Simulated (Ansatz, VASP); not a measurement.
TaAl3O in VASP and in Ansatz

```
Ta Al O
1.0
     4.10688    0.00168    0.00039
     0.00174    4.10174    0.00063
     0.00090    0.00136    8.18268
Ta Al O
2 6 2
Cartesian
  2.0546 2.0520 2.0462
  2.0551 2.0527 6.1375
  -0.0007 0.0011 2.0457
  -0.0003 0.0018 6.1370
  2.0532 0.0023 4.0922
  2.0541 0.0029 8.1831
  0.0002 2.0518 4.0922
  0.0001 2.0512 0.0005
  4.1105 4.1017 0.0000
  4.1118 4.1024 4.0918
```

Change from the starting cell: cell x2, atoms moved at random (sigma 0.05 Å) and cell strained at random (1.5 %), then relaxed without symmetry.

Alike in both runs: functional PBE; k mesh 6 × 6 × 4; occupations gaussian, width 0.2 eV; no spin polarisation.

Ansatz relaxed the structure, and its values are those at the end. VASP's run is a single point on that final structure, the one shown.

|  | VASP | Ansatz |
| --- | --- | --- |
| version | VASP 6.6.1 | Ansatz 0.2.0 |
| potentials or method | VASP PAW PBE potentials, release 64 (Ta_pv, Al, O), cutoff 520 eV | scalar-relativistic, plane waves, PAW |
| valence electrons in the cell | 52 | 56 |

```tsv
	VASP	Ansatz	Ansatz less VASP
gap on the k mesh at the Fermi level (eV)	none	none	-
pressure (GPa)	-0.1	0.0	+0.04
```

A gap of «none» marks a metal or a gap that the smearing closes. VASP's potentials hold 52 valence electrons a cell and Ansatz's 56, so a difference there can come from the potentials and not from the codes.

Neither program's run includes spin-orbit coupling.
